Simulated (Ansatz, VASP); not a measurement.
## One calculation of GaP, two programs

```xyz
2
Lattice="0.0000 2.7254 2.7254 2.7254 0.0000 2.7254 2.7254 2.7254 0.0000" Properties=species:S:1:pos:R:3 pbc="T T T"
Ga    0.0000    0.0000    0.0000
P     1.3627    1.3627    1.3627
```

Alike in both runs: task single point; functional PBE-based screened hybrid; k mesh 4 × 4 × 4; no spin polarisation.

```csv
,VASP,Ansatz
version,VASP 6.6.1,Ansatz 0.2.0
potentials or method,"VASP PAW PBE potentials, release 64 (Ga_d, P)",plane waves
plane-wave cutoff (eV),520,420
occupations,"gaussian, width 0.01 eV",fixed
valence electrons in the cell,18,18
```

```tsv
	VASP	Ansatz	Ansatz less VASP
gap on the k mesh at the Fermi level (eV)	3.81	3.79	-0.015
pressure (GPa)	-2.3	-1.7	+0.55
```

VASP's potentials were made for PBE, not for PBE-based screened hybrid. Ansatz's warnings: stress exchange threshold loose, stress scf threshold loose.

The k mesh is coarse, so the values compare programs but aren't converged.
